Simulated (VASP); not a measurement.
Write the native input for VASP 6.6.1 that does the following.

* Task: single point
* Functional: PBEsol
* Potentials or basis: VASP PAW PBE potentials, release 64 (Ru_pv)
* Cutoff: 520 eV
* k mesh: 21 × 21 × 12
* Occupations: gaussian, width 0.15 eV
* Spin: no spin polarisation
* Dipole correction: no
* Further INCAR settings: ALGO = Fast; EDIFF = 1e-07; NBANDS = 21

The structure of Ru lies in POSCAR:

```
Ru
1.0
    2.6878468945      0.0000000000      0.0000000000
   -1.3439234472      2.3277436921      0.0000000000
    0.0000000000      0.0000000000      3.9855393751
Ru
2
Direct
    0.3333333333      0.6666666667      0.2500000000
    0.6666666667      0.3333333333      0.7500000000
```

This cell differs from its parent crystal: volume 12.468 Å^3 an atom, c/a of the conventional cell 1.4828.

One way to write it, as run:

INCAR

```
SYSTEM = Ru
ALGO = Fast
EDIFF = 1E-7
ENCUT = 520
GGA = PS
ISIF = 2
ISMEAR = 0
LASPH = .True.
LCHARG = .True.
LELF = .True.
LREAL = .False.
LVHAR = .True.
LWAVE = .False.
NBANDS = 21
NELM = 80
PREC = Accurate
SIGMA = 0.15
```

KPOINTS

```
k-points
0
Gamma
  21 21 12
  0 0 0
```

Potentials or basis: VASP PAW PBE potentials, release 64 (Ru_pv).

Launch:

```console
$ cat potpaw_PBE.64/Ru_pv/POTCAR > POTCAR
$ mpirun -np 1 vasp_std > vasp.out
```

Results of the run:

* Pressure: 30.0 GPa
* Band gap on the k mesh: zero (band 14 reaches 15.84 eV, above the bottom of band 15 at 12.25 eV)

Caveat: the PAW data sets were made with another functional, which shifts forces and pressure a little.

It took 2.2 min on 1 thread of Intel(R) Xeon(R) Platinum 8259CL CPU @ 2.50GHz (Skylake/Cascade Lake) (shared host), peak memory 0.24 GiB.
